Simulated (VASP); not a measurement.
# NiO (Fm-3m) in VASP: a series of runs, part 2 of 2

VASP 6.6.1. Earlier steps stand in the parts before.

### Step 5. Single point, RPBE, collinear spin, ferromagnetic start

This run uses another cell than the first one, of 9.08 Å³/atom, 0.980 times its volume.

Input file INCAR:

```
SYSTEM = NiO
PREC = Accurate
ENCUT = 520
EDIFF = 1E-7
ISMEAR = -1
SIGMA = 0.05
LREAL = .False.
LASPH = .True.
NELM = 150
ALGO = Normal
ISIF = 2
LWAVE = .False.
LCHARG = .False.
ISPIN = 2
MAGMOM = 1 0
LORBIT = 11
LMAXMIX = 4
GGA = RP
NBANDS = 19
```

Input file KPOINTS:

```
Automatic mesh
0
Gamma
  6 6 6
  0 0 0
```

Input file POSCAR:

```
NiO
1.0
    0.0000000000      2.0859016414      2.0859016414
    2.0859016414      0.0000000000      2.0859016414
    2.0859016414      2.0859016414      0.0000000000
Ni O
1 1
Direct
    0.0000000000      0.0000000000      0.0000000000
    0.5000000000      0.5000000000      0.5000000000
```

Potentials or basis: VASP PAW PBE potentials, release 64 (Ni, O).

Started as:

```bash
$ cat potpaw_PBE.64/Ni/POTCAR potpaw_PBE.64/O/POTCAR > POTCAR
$ mpirun -np 1 vasp_std > vasp.out
```

OUTCAR:

```text
SYSTEM = NiO
   PREC = Accurate
   ENCUT = 520
   EDIFF = 1E-7
   ISMEAR = -1
   LREAL = .False.
   LASPH = .True.
   NELM = 150
   ISIF = 2
   ISPIN = 2
   LORBIT = 11
   GGA = RP

 ion  position               nearest neighbor table
   1  0.000  0.000  0.000-   2 2.09   2 2.09   2 2.09   2 2.09   2 2.09   2 2.09
   2  0.500  0.500  0.500-   1 2.09   1 2.09   1 2.09   1 2.09   1 2.09   1 2.09

  LATTYP: Found a face centered cubic cell.
 ALAT       =     4.1718032828

  Lattice vectors:

 A1 = (   0.0000000000,   2.0859016414,   2.0859016414)
 A2 = (   2.0859016414,   0.0000000000,   2.0859016414)
 A3 = (   2.0859016414,   2.0859016414,   0.0000000000)

Analysis of symmetry for initial positions (statically):
=====================================================================
 Subroutine PRICEL returns:
 Original cell was already a primitive cell.

 Routine SETGRP: Setting up the symmetry group for a
 face centered cubic supercell.

[... 541 lines left out ...]
      5       6.2421      1.00000
      6       6.2421      1.00000
[... 329 lines left out ...]
      6       7.2465      1.00000
[... 11 lines left out ...]
     18      40.9309      0.00000
     19      44.0427      0.00000

------------------------ aborting loop because EDIFF is reached ----------------------------------------

  FORCE on cell =-STRESS in cart. coord.  units (eV):
  Direction    XX          YY          ZZ          XY          YZ          ZX
  --------------------------------------------------------------------------------------
  -------------------------------------------------------------------------------------
  Total        1.3925915      1.3925915      1.3925915     -0.0000000      0.0000000      0.0000000
  in kB      122.9200864    122.9200864    122.9200864     -0.0000000      0.0000000      0.0000000
  external PRESSURE =     122.9200864 kB  Pullay stress =       0.0000000 kB

 VOLUME and BASIS-vectors are now :
 -----------------------------------------------------------------------------
  energy-cutoff  :      520.00
  volume of cell :       18.15
      direct lattice vectors                 reciprocal lattice vectors
     0.000000000  2.085901641  2.085901641    -0.239704495  0.239704495  0.239704495
     2.085901641  0.000000000  2.085901641     0.239704495 -0.239704495  0.239704495
     2.085901641  2.085901641  0.000000000     0.239704495  0.239704495 -0.239704495

 POSITION                                       TOTAL-FORCE (eV/Angst)
 -----------------------------------------------------------------------------------
      0.00000      0.00000      0.00000         0.000000      0.000000      0.000000
      2.08590      2.08590      2.08590        -0.000000     -0.000000     -0.000000
 -----------------------------------------------------------------------------------
    total drift:                                0.000000     -0.000000     -0.000000

  FREE ENERGIE OF THE ION-ELECTRON SYSTEM (eV)
  ---------------------------------------------------
  free  energy   TOTEN  =       -10.5939576545 eV

  energy  without entropy=      -10.5882414697  energy(sigma->0) =      -10.59109956

 total charge

# of ion       s       p       d       tot
------------------------------------------
    1        0.330   0.405   8.242   8.976
    2        1.562   3.436   0.000   4.998
--------------------------------------------------
tot          1.892   3.841   8.242  13.975

 magnetization (x)

# of ion       s       p       d       tot
------------------------------------------
    1        0.010   0.015   1.421   1.446
    2        0.028   0.238   0.000   0.266
--------------------------------------------------
tot          0.038   0.253   1.421   1.712
```

stdout:

```text
POSCAR found type information on POSCAR NiO
 POSCAR found :  2 types and       2 ions
 scaLAPACK will be used
 -----------------------------------------------------------------------------
|                                                                             |
|                                                                             |
|     You enforced a specific xc type in the INCAR file but a different       |
|     I HOPE YOU KNOW WHAT YOU ARE DOING!                                     |
|                                                                             |
 -----------------------------------------------------------------------------

 LDA part: xc-table for (Slater+PW92), standard interpolation
 POSCAR, INCAR and KPOINTS ok, starting setup
 FFT: planning ... GRIDC
 FFT: planning ... GRID_SOFT
 FFT: planning ... GRID
 WAVECAR not read
 entering main loop
```

Run time: 7.3 s. Hardware: 1 thread of Intel Xeon 6975P-C (Granite Rapids), shared host; peak memory 0.15 GiB.

Results:

```yaml
Free_energy: -10.5940 eV
Pressure: 12.3 GPa
Net_moment: 1.75 μB per cell
Site_moments: Ni +1.45; O +0.27 μB
Valence_electrons_inside_the_program's_atomic_spheres: Ni 8.98; O 5.00
```

Levels at points of the mesh, in eV from the Fermi level:
Spin up:
```
           k point  band 5  band 6  band 7  band 8  band 9  band 10  band 11  band 12  band 13  band 14
(0.00, 0.00, 0.00)   -3.10   -3.10   -2.78   -2.78   -2.78     1.50    17.83    18.89    18.89    18.89
(0.50, 0.00, 0.00)   -2.09   -2.09   -1.54    0.17    0.17     5.57     9.99    14.02    14.02    21.32
(0.50, 0.50, 0.00)   -3.64   -2.93   -2.38   -1.78   -1.78     6.15    10.57    12.17    16.65    16.65
```
Spin down:
```csv
k point,band 3,band 4,band 5,band 6,band 7,band 8,band 9,band 10,band 11,band 12
"(0.00, 0.00, 0.00)",-2.59,-2.59,-1.96,-1.96,-1.96,-0.62,-0.62,1.84,17.73,19.08
"(0.50, 0.00, 0.00)",-4.90,-4.90,-1.07,-1.07,-0.69,2.19,2.19,5.71,10.51,14.30
"(0.50, 0.50, 0.00)",-3.95,-3.95,-2.94,-0.88,-0.88,-0.19,0.34,6.61,10.92,12.40
```

Caveat: the k points lie up to 0.43 Å⁻¹ apart; the PAW data sets were made with another functional, which shifts forces and pressure a little; a cell with one magnetic atom can't hold antiferromagnetic order, which such compounds often take; semilocal functionals often make such compounds metallic where correlation or magnetic order opens a gap, which also shifts bond lengths. With open d or f shells a metallic result of RPBE can be an artefact of self-interaction; +U or a hybrid may open a gap.

### Step 6. Single point, revPBE, collinear spin, ferromagnetic start

This run uses another cell than the first one, of 9.08 Å³/atom, 0.980 times its volume.

Input file INCAR:

```
SYSTEM = NiO
PREC     = Accurate       ! precision mode
ENCUT    = 520            ! plane-wave cutoff, eV
EDIFF    = 1E-6           ! SCF threshold, eV
ISMEAR   = -1             ! smearing method
SIGMA    = 0.05           ! smearing width, eV
LREAL    = .False.        ! projectors in reciprocal space
LASPH    = .True.         ! aspherical terms in the spheres
NELM     = 150            ! most SCF steps
ALGO     = Normal         ! electronic algorithm
ISIF     = 2              ! what is computed and relaxed
LWAVE    = .False.        ! write WAVECAR
LCHARG   = .False.        ! write CHGCAR
ISPIN    = 2              ! spin polarisation
MAGMOM   = 1 0            ! initial moments
LORBIT   = 11             ! projections on sites
LMAXMIX  = 4              ! l up to which the mixer works
GGA      = RE             ! functional
NBANDS   = 19             ! bands
```

KPOINTS is that of step 5.

POSCAR is that of step 5.

Potentials or basis: VASP PAW PBE potentials, release 64 (Ni, O).

Started as:

```bash
$ cat potpaw_PBE.64/Ni/POTCAR potpaw_PBE.64/O/POTCAR > POTCAR
$ mpirun -np 1 vasp_std > vasp.out
```

Run time: 6.8 s. Hardware: 1 thread of Intel Xeon 6975P-C (Granite Rapids), shared host; peak memory 0.15 GiB.

Results (log left out):

```
Free energy                                           : -10.7352 eV
Pressure                                              : 10.4 GPa
Net moment                                            : 1.74 μB per cell
Site moments                                          : Ni +1.44; O +0.26 μB
Valence electrons inside the program's atomic spheres : Ni 8.98; O 4.99
```

Levels at points of the mesh, in eV from the Fermi level:
Spin up:
| k point | band 6 | band 7 | band 8 | band 9 | band 10 | band 11 | band 12 | band 13 |
| --- | --- | --- | --- | --- | --- | --- | --- | --- |
| (0.00, 0.00, 0.00) | -3.11 | -2.76 | -2.76 | -2.76 | 1.49 | 17.82 | 18.89 | 18.89 |
| (0.50, 0.00, 0.00) | -2.07 | -1.53 | 0.19 | 0.19 | 5.55 | 9.96 | 14.00 | 14.00 |
| (0.50, 0.50, 0.00) | -2.91 | -2.36 | -1.76 | -1.76 | 6.13 | 10.55 | 12.16 | 16.62 |
Spin down:
| k point | band 5 | band 6 | band 7 | band 8 | band 9 | band 10 |
| --- | --- | --- | --- | --- | --- | --- |
| (0.00, 0.00, 0.00) | -1.95 | -1.95 | -1.95 | -0.64 | -0.64 | 1.83 |
| (0.50, 0.00, 0.00) | -1.06 | -1.06 | -0.68 | 2.17 | 2.17 | 5.70 |
| (0.50, 0.50, 0.00) | -2.93 | -0.87 | -0.87 | -0.21 | 0.32 | 6.59 |

Caveat: the k points lie up to 0.43 Å⁻¹ apart; the PAW data sets were made with another functional, which shifts forces and pressure a little; a cell with one magnetic atom can't hold antiferromagnetic order, which such compounds often take; semilocal functionals often make such compounds metallic where correlation or magnetic order opens a gap, which also shifts bond lengths. With open d or f shells a metallic result of revPBE can be an artefact of self-interaction; +U or a hybrid may open a gap.

### Step 7. Overview

```csv
level,potentials or basis,cell,k mesh,smearing,gap on the mesh (eV),pressure (GPa),moment (μB)
PBEsol,"VASP PAW PBE potentials, release 64 (Ni, O)","a = 2.969 Å, angles 60.0°, 2 atoms",11 × 11 × 11,fermi-dirac 0.05 eV,none,-10.7,1.42
PBEsol,"VASP PAW PBE potentials, release 64 (Ni, O)","a = 2.950 Å, angles 60.0°, 2 atoms",11 × 11 × 11,tetrahedron,none,-6.0,1.59
LDA,"VASP PAW LDA potentials, release 64 (Ni, O)","a = 2.950 Å, angles 60.0°, 2 atoms",6 × 6 × 6,fermi-dirac 0.05 eV,none,-20.5,0.00
RPBE,"VASP PAW PBE potentials, release 64 (Ni, O)","a = 2.950 Å, angles 60.0°, 2 atoms",6 × 6 × 6,fermi-dirac 0.05 eV,none,12.3,1.75
revPBE,"VASP PAW PBE potentials, release 64 (Ni, O)","a = 2.950 Å, angles 60.0°, 2 atoms",6 × 6 × 6,fermi-dirac 0.05 eV,none,10.4,1.74
```

Alike in all rows: task single point; spin collinear, ferromagnetic start; cutoff (eV) 520.

Caveats: some runs use coarse meshes; semilocal functionals often make such compounds metallic where correlation or magnetic order opens a gap, which also shifts bond lengths; the PAW data sets were made with another functional, which shifts forces and pressure a little (some runs); a cell with one magnetic atom can't hold antiferromagnetic order, which such compounds often take (some runs).

Total energies depend on the potentials used, so only differences within one code and one set of settings carry meaning.
